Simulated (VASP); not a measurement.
Here is a VASP 6.6.1 calculation.

POSCAR

```
CdTe
1.0
    0.0000000000      3.2050000000      3.3652500000
    3.2050000000      0.0000000000      3.3652500000
    3.2050000000      3.2050000000      0.0000000000
Cd Te
1 1
Direct
    0.0000000000      0.0000000000      0.0000000000
    0.7500000000      0.7500000000      0.7500000000
```

INCAR.step1

```
SYSTEM = CdTe
PREC = Accurate
ENCUT = 520
ISMEAR = 0
SIGMA = 0.05
LREAL = .False.
LASPH = .True.
NELM = 60
NBANDS = 16
GGA = PE
ALGO = Normal
EDIFF = 1E-4
LWAVE = .True.
LCHARG = .False.
```

The input INCAR.step2:

```
SYSTEM = CdTe
PREC = Accurate
ENCUT = 520
EDIFF = 1E-6
ISMEAR = 0
SIGMA = 0.05
LREAL = .False.
LASPH = .True.
NELM = 60
ALGO = Normal
ISIF = 2
LWAVE = .False.
LCHARG = .False.
METAGGA = R2SCAN
LMIXTAU = .True.
NBANDS = 16
ISTART = 1
```

File KPOINTS:

```
regular mesh
0
Gamma
  8 8 8
  0 0 0
```

Potentials or basis: VASP PAW PBE potentials, release 64 (Cd, Te).

Launch:

```bash
$ cat potpaw_PBE.64/Cd/POTCAR potpaw_PBE.64/Te/POTCAR > POTCAR
$ cp INCAR.step1 INCAR
$ mpirun -np 1 vasp_std > vasp.out
$ cp INCAR.step2 INCAR
$ mpirun -np 1 vasp_std > vasp.out
```

Task: Predict the band gap on the k mesh.

Result: 1.15 eV, direct.

Task: What does it give for the pressure?

Result: 0.9 GPa.

Stress tensor (GPa, compression positive):
```
1.20 0.00 0.00
0.00 1.20 0.00
0.00 0.00 0.31
```

Caveat: the cell differs from its parent crystal (strain +0.000 along x and y, +0.050 along z); the PAW data sets were made with another functional, which shifts forces and pressure a little; spin-orbit coupling is left out, which moves the levels of the heavy elements.
